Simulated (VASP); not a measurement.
# LiF (I4mm) in VASP: further runs

LiF is run at these levels: PBE; tasks: single point.

All numbers are computed with VASP 6.6.1; they aren't measurements. Logs are shortened: lines on timing, memory, paths and dates and some standing lists are left out, and cuts for length are marked.

### 1 The cell of the first run

Symmetry: I4mm, No. 107, tetragonal system. Conventional cell: a = 2.848 Å, b = 2.848 Å, c = 4.028 Å, α = 90.00°, β = 90.00°, γ = 90.00°. Li (site symmetry 4mm) has 5 F at 1.58 to 2.06 Å within 2.1 Å. Within 2.1 Å of F (site symmetry 4mm) lie 5 Li at 1.58 to 2.06 Å.

### 2 Single point, PBE

File INCAR:

```
SYSTEM = LiF
ALGO     = Normal         ! electronic algorithm
EDIFF    = 1E-7           ! SCF threshold, eV
ENCUT    = 520            ! plane-wave cutoff, eV
GGA      = PE             ! functional
ISIF     = 2              ! what is computed and relaxed
ISMEAR   = 0              ! smearing method
LASPH    = .TRUE.         ! aspherical terms in the spheres
LCHARG   = .FALSE.        ! write CHGCAR
LREAL    = .FALSE.        ! projectors in reciprocal space
LWAVE    = .FALSE.        ! write WAVECAR
NBANDS   = 12             ! bands
NELM     = 80             ! most SCF steps
PREC     = Accurate       ! precision mode
SIGMA    = 0.05           ! smearing width, eV
```

File KPOINTS:

```
k-points
0
G
  10 10 10
  0 0 0
```

File POSCAR:

```
LiF
1.0
    0.0000000000      2.0140000000      2.0140000000
    2.0140000000      0.0000000000      2.0140000000
    2.0140000000      2.0140000000      0.0000000000
Li F
1 1
Direct
    0.0000000000      0.0000000000      0.0000000000
    0.3913853029      0.3913853029      0.6086146971
```

Potentials or basis: VASP PAW PBE potentials, release 64 (Li_sv, F).

The run is started by

```console
cat potpaw_PBE.64/Li_sv/POTCAR potpaw_PBE.64/F/POTCAR > POTCAR
mpirun -np 1 vasp_std > vasp.out
```

OUTCAR:

```text
SYSTEM = LiF
   EDIFF = 1E-7
   ENCUT = 520
   GGA = PE
   ISIF = 2
   ISMEAR = 0
   LASPH = .TRUE.
   LREAL = .FALSE.
   NELM = 80
   PREC = Accurate

 ion  position               nearest neighbor table
   1  0.000  0.000  0.000-   2 1.58   2 2.06   2 2.06   2 2.06   2 2.06
   2  0.391  0.391  0.609-   1 1.58   1 2.06   1 2.06   1 2.06   1 2.06

  LATTYP: Found a face centered cubic cell.
 ALAT       =     4.0280000000

  Lattice vectors:

 A1 = (   0.0000000000,   2.0140000000,   2.0140000000)
 A2 = (   2.0140000000,   0.0000000000,   2.0140000000)
 A3 = (   2.0140000000,   2.0140000000,   0.0000000000)

Analysis of symmetry for initial positions (statically):
=====================================================================
 Subroutine PRICEL returns:
 Original cell was already a primitive cell.

 Routine SETGRP: Setting up the symmetry group for a
 face centered cubic supercell.

 Subroutine GETGRP returns: Found  8 space group operations
 (whereof  8 operations were pure point group operations)
 out of a pool of 48 trial point group operations.

The static configuration has the point symmetry C_4v.

Analysis of symmetry for dynamics (positions and initial velocities):
=====================================================================
 Subroutine PRICEL returns:
 Original cell was already a primitive cell.

 Routine SETGRP: Setting up the symmetry group for a
 face centered cubic supercell.

 Subroutine GETGRP returns: Found  8 space group operations
 (whereof  8 operations were pure point group operations)
 out of a pool of 48 trial point group operations.

The dynamic configuration has the point symmetry C_4v.

 Subroutine INISYM returns: Found  8 space group operations
 (whereof  8 operations are pure point group operations),
 and found     1 'primitive' translations

----------------------------------------------------------------------------------------

                                     Primitive cell

  volume of cell :      16.3384

  direct lattice vectors                    reciprocal lattice vectors
     0.000000000  2.014000000  2.014000000    -0.248262165  0.248262165  0.248262165
     2.014000000  0.000000000  2.014000000     0.248262165 -0.248262165  0.248262165
     2.014000000  2.014000000  0.000000000     0.248262165  0.248262165 -0.248262165

  length of vectors
     2.848226115  2.848226115  2.848226115     0.430002683  0.430002683  0.430002683

  position of ions in fractional coordinates (direct lattice)
     0.000000000  0.000000000  0.000000000
     0.391385303  0.391385303  0.608614697

  ion indices of the primitive-cell ions
   primitive index   ion index
                 1           1
                 2           2

----------------------------------------------------------------------------------------

 KPOINTS: k-points

Automatic generation of k-mesh.
 Grid dimensions read from file:
 generate k-points for:   10   10   10

 Generating k-lattice:

  Cartesian coordinates                     Fractional coordinates (reciprocal lattice)
    -0.024826216  0.024826216  0.024826216     0.100000000  0.000000000  0.000000000
     0.024826216 -0.024826216  0.024826216     0.000000000  0.100000000  0.000000000
     0.024826216  0.024826216 -0.024826216     0.000000000  0.000000000  0.100000000

  Length of vectors
     0.043000268  0.043000268  0.043000268

  Shift w.r.t. Gamma in fractional coordinates (k-lattice)
     0.000000000  0.000000000  0.000000000

 Subroutine IBZKPT returns following result:
 ===========================================

 Found    102 irreducible k-points:

 Following reciprocal coordinates:
            Coordinates               Weight
  0.000000  0.000000  0.000000      1.000000
  0.100000  0.000000  0.000000      8.000000
  0.200000  0.000000  0.000000      8.000000
  0.300000  0.000000  0.000000      8.000000
  0.400000  0.000000  0.000000      8.000000
  0.500000  0.000000  0.000000      4.000000
[... 16 lines left out ...]
 -0.100000  0.100000  0.000000      4.000000
  0.000000 -0.100000  0.100000      8.000000
 [... further k-points ...]
   k-points           NKPTS =    102   k-points in BZ     NKDIM =    102   number of bands    NBANDS=     12
   number of dos      NEDOS =    301   number of ions     NIONS =      2
   total plane-waves  NPLWV =  13824
   dimension x,y,z NGX =    24 NGY =   24 NGZ =   24
   dimension x,y,z NGXF=    48 NGYF=   48 NGZF=   48
   ions per type =               1   1
   NGX,Y,Z   is equivalent  to a cutoff of  14.01, 14.01, 14.01 a.u.
   NGXF,Y,Z  is equivalent  to a cutoff of  28.02, 28.02, 28.02 a.u.
 SYSTEM =  LiF
   PREC   = accura    normal or accurate (medium, high low for compatibility)
   ISTART =      0    job   : 0-new  1-cont  2-samecut
   ICHARG =      2    charge: 1-file 2-atom 10-const
   ISPIN  =      1    spin polarized calculation?
   LNONCOLLINEAR =      F non collinear calculations
   LSORBIT =      F    spin-orbit coupling
   LASPH  =      T    aspherical Exc in radial PAW
   ENCUT  =  520.0 eV  38.22 Ry    6.18 a.u.   5.30  5.30  5.30*2*pi/ulx,y,z
   NELM   =     80;   NELMIN=  2; NELMDL= -5     # of ELM steps
   EDIFF  = 0.1E-06   stopping-criterion for ELM
   LREAL  =      F    real-space projection
   EDIFFG = 0.1E-05   stopping-criterion for IOM
   NSW    =      0    number of steps for IOM
   IBRION =     -1    ionic relax: 0-MD 1-quasi-New 2-CG
   NFREE  =      0    steps in history (QN), initial steepest desc. (CG)
   ISIF   =      2    stress and relaxation
   ISYM   =      2    0-nonsym 1-usesym 2-fastsym
   POTIM  = 0.5000    time-step for ionic-motion
   TEBEG  =    0.0;   TEEND  =   0.0 temperature during run
   PSTRESS=    0.0 pullay stress
   NELECT =      10.0000    total number of electrons
   NUPDOWN=      -1.0000    fix difference up-down
   EMIN   =  10.00;   EMAX   =-10.00  energy-range for DOS
   EFERMI =   0.00;   METHOD = LEGACY
   ISMEAR =     0;   SIGMA  =   0.05  broadening in eV -4-tet -1-fermi 0-gaus
   EFERMI_NEDOS =   21; number of points for ismear=-14 and -15
   IALGO  =     38    algorithm
   IMIX   =      4    mixing-type and parameters
     AMIX     =   0.40;   BMIX     =  1.00
     AMIX_MAG =   1.60;   BMIX_MAG =  1.00
  volume/ion in A,a.u.               =       8.17        55.13
  Fermi-wavevector in a.u.,A,eV,Ry     =   1.389970  2.626662 26.286674  1.932016
  Thomas-Fermi vector in A             =   2.513950
   LORBIT       =      0    0 simple, 1 ext, 2 COOP (PROOUT), +10 PAW based schemes
   GGA     = PE    functional components
   LHFCALC =     F    Hartree Fock is set to
   AEXX    =    0.0000 exact exchange contribution
   IVDW    =     0    specifies the selected vdW correction
   LEPSILON=     F    determine dielectric tensor
   LRPA    =     F    only Hartree local field effects (RPA)
 non-spin polarized calculation
 Gauss-broadening in eV      SIGMA  =   0.05
  energy-cutoff  :      520.00
  volume of cell :       16.34
 maximum number of plane-waves:       459
 NGX is ok and might be reduce to    24
   NGX = 11   NGY = 11   NGZ = 11

 number of electron      10.0000000 magnetization

 number of electron       9.9999994 magnetization

 Free energy of the ion-electron system (eV)
  ---------------------------------------------------
  ext. energy  EPLUGINS =         0.00000000
  ---------------------------------------------------
  free energy    TOTEN  =        -9.29688853 eV

  energy without entropy =       -9.29688853  energy(sigma->0) =       -9.29688853

 E-fermi :  -0.8533     XC(G=0):  -9.8974

 val. band max:       -1.0709032397   @ k =   0.0000   0.0000   0.0000
 cond. band min:       7.7336824038   @ k =   0.0000   0.0000   0.0000
 fundamental gap:      8.8045856435
 Fermi energy:        -0.8532903845

 k-point     1 :       0.0000    0.0000    0.0000
  band No.  band energies     occupation
      1     -41.8235      2.00000
      2     -21.0454      2.00000
      3      -1.3515      2.00000
      4      -1.0709      2.00000
      5      -1.0709      2.00000
      6       7.7337      0.00000
      7      20.6528      0.00000
      8      20.6528      0.00000
      9      23.5694      0.00000
     10      24.5655      0.00000
     11      26.0016      0.00000
     12      26.1031      0.00000

 k-point     2 :       0.1000    0.0000    0.0000
  band No.  band energies     occupation
      1     -41.8169      2.00000
      2     -21.0117      2.00000
      3      -1.5398      2.00000
      4      -1.1891      2.00000
      5      -1.0985      2.00000
      6       8.0325      0.00000
      7      19.5723      0.00000
      8      20.4604      0.00000
      9      22.8244      0.00000
     10      23.9384      0.00000
     11      25.8332      0.00000
     12      26.0719      0.00000

 k-point     3 :       0.2000    0.0000    0.0000
  band No.  band energies     occupation
      1     -41.8003      2.00000
      2     -20.9230      2.00000
      3      -2.1520      2.00000
      4      -1.3188      2.00000
      5      -1.1693      2.00000
      6       8.7351      0.00000
      7      17.5647      0.00000
      8      19.8212      0.00000
      9      21.4574      0.00000
     10      24.4765      0.00000
     11      26.0448      0.00000
     12      27.0728      0.00000
[... 286 lines left out ...]
 k-point    23 :      -0.1000    0.1000    0.0000
  band No.  band energies     occupation
      1     -41.8079      2.00000
      2     -20.9525      2.00000
      3      -1.9083      2.00000
      4      -1.3786      2.00000
      5      -1.0873      2.00000
      6       8.5555      0.00000
      7      18.6537      0.00000
      8      20.3693      0.00000
      9      20.7356      0.00000
     10      24.7446      0.00000
     11      25.2874      0.00000
     12      27.6382      0.00000

 k-point    24 :       0.0000   -0.1000    0.1000
  band No.  band energies     occupation
      1     -41.8070      2.00000
      2     -20.9634      2.00000
      3      -1.8203      2.00000
      4      -1.2800      2.00000
      5      -1.2044      2.00000
      6       8.4438      0.00000
      7      18.2565      0.00000
      8      20.0129      0.00000
      9      22.4421      0.00000
     10      23.2692      0.00000
     11      26.2765      0.00000
     12      26.9694      0.00000

 [... further k-points ...]

------------------------ aborting loop because EDIFF is reached ----------------------------------------

  FORCE on cell =-STRESS in cart. coord.  units (eV):
  Direction    XX          YY          ZZ          XY          YZ          ZX
  --------------------------------------------------------------------------------------
  -------------------------------------------------------------------------------------
  Total        0.0342280      0.0342280      3.9658086      0.0000000     -0.0000000      0.0000000
  in kB        3.3564815      3.3564815    388.8964144      0.0000000     -0.0000000      0.0000000
  external PRESSURE =     131.8697925 kB  Pullay stress =       0.0000000 kB

 VOLUME and BASIS-vectors are now :
 -----------------------------------------------------------------------------
  energy-cutoff  :      520.00
  volume of cell :       16.34
      direct lattice vectors                 reciprocal lattice vectors
     0.000000000  2.014000000  2.014000000    -0.248262165  0.248262165  0.248262165
     2.014000000  0.000000000  2.014000000     0.248262165 -0.248262165  0.248262165
     2.014000000  2.014000000  0.000000000     0.248262165  0.248262165 -0.248262165

 POSITION                                       TOTAL-FORCE (eV/Angst)
 -----------------------------------------------------------------------------------
      0.00000      0.00000      0.00000         0.000000      0.000000     -2.507134
      2.01400      2.01400      1.57650         0.000000      0.000000      2.507134
 -----------------------------------------------------------------------------------
    total drift:                                0.000005      0.000005      0.000397

  FREE ENERGIE OF THE ION-ELECTRON SYSTEM (eV)
  ---------------------------------------------------
  free  energy   TOTEN  =        -9.2968885291 eV

  energy  without entropy=       -9.2968885291  energy(sigma->0) =       -9.29688853
```

Wall time 8.7 s (1 thread of Intel Xeon 6975P-C (Granite Rapids), shared host); peak memory 0.13 GiB.

What came out:

```
Free energy            : -9.2969 eV
Largest force          : 2.507 eV/Å
Band gap on the k mesh : 8.80 eV, direct
```

Forces in eV/Å, atoms in the order of the input:
```
Li   0.000  0.000 -2.507
F    0.000  0.000  2.507
```

Levels at points of the mesh, in eV from the valence-band top:
| k point | band 3 | band 4 | band 5 | band 6 | band 7 | band 8 |
| --- | --- | --- | --- | --- | --- | --- |
| (0.00, 0.00, 0.00) | -0.28 | 0.00 | 0.00 | 8.80 | 21.72 | 21.72 |
| (0.50, 0.00, 0.00) | -2.54 | -0.48 | -0.27 | 11.10 | 15.85 | 19.18 |
| (0.50, 0.50, 0.00) | -2.77 | -1.04 | -1.04 | 13.91 | 16.54 | 18.53 |
| (0.00, 0.50, 0.50) | -3.01 | -1.08 | -0.94 | 14.87 | 15.28 | 15.56 |

Caveat: the cell differs from its parent crystal (all F atoms moved +0.438 Å, as atom 2 towards its neighbour atom 1 (Li) at 2.014 Å); the cutoff is under 1.25 times the usual one of these potentials, so pressure, stress and relaxed cells hold a basis-set (Pulay) error; forces of over 1 eV/Å act on the atoms, so gaps and moduli don't describe the material at rest. A k mesh can miss the band edges.

### 3 Single point, PBE

File INCAR:

```
PREC     = Accurate       # precision mode
ENCUT    = 520            # plane-wave cutoff, eV
EDIFF    = 1E-7           # SCF threshold, eV
ISMEAR   = 0              # smearing method
SIGMA    = 0.05           # smearing width, eV
LREAL    = False          # projectors in reciprocal space
LASPH    = True           # aspherical terms in the spheres
NELM     = 80             # most SCF steps
ALGO     = Normal         # electronic algorithm
ISIF     = 2              # what is computed and relaxed
LWAVE    = False          # write WAVECAR
LCHARG   = True           # write CHGCAR
GGA      = PE             # functional
LELF     = True           # ELF
LVHAR    = True         
NBANDS   = 12             # bands
```

File KPOINTS:

```
Automatic mesh
0
Gamma
  10 10 10
```

POSCAR: that of step 2 with these lines changed.

```diff
@@ -9,2 +9,2 @@
     0.0000000000      0.0000000000      0.0000000000
-    0.3913853029      0.3913853029      0.6086146971
+    0.4534508441      0.4534508441      0.5465491559
```

Potentials or basis: VASP PAW PBE potentials, release 64 (Li_sv, F).

The run is started by

```console
cat potpaw_PBE.64/Li_sv/POTCAR potpaw_PBE.64/F/POTCAR > POTCAR
mpirun -np 1 vasp_std > vasp.out
```

Wall time 8.7 s (1 thread of Intel Xeon 6975P-C (Granite Rapids), shared host); peak memory 0.14 GiB.

The run converged. Its results:

| Quantity | Value |
| --- | --- |
| Free energy | -9.6028 eV |
| Largest force | 0.429 eV/Å |
| Band gap on the k mesh | 9.04 eV, direct |

Forces in eV/Å, atoms in the order of the input:
```
Li   0.000  0.000 -0.429
F    0.000  0.000  0.429
```

Levels at points of the mesh, in eV from the valence-band top:
```
           k point  band 1  band 2  band 3  band 4  band 5  band 6  band 7  band 8  band 9  band 10
(0.00, 0.00, 0.00)  -40.89  -19.98   -0.06    0.00    0.00    9.04   22.97   22.97   24.28    24.38
(0.50, 0.00, 0.00)  -40.83  -19.56   -2.53   -0.29   -0.24   10.84   16.51   18.94   19.34    30.06
(0.50, 0.50, 0.00)  -40.81  -19.32   -2.97   -1.01   -1.01   14.53   16.48   17.82   20.26    20.26
(0.00, 0.50, 0.50)  -40.81  -19.29   -3.01   -1.02   -0.99   14.81   16.16   16.80   20.61    21.39
```

Caveat: the cell differs from its parent crystal (all F atoms moved +0.188 Å, as atom 2 towards its neighbour atom 1 (Li) at 2.014 Å); the cutoff is under 1.25 times the usual one of these potentials, so pressure, stress and relaxed cells hold a basis-set (Pulay) error. A k mesh can miss the band edges.
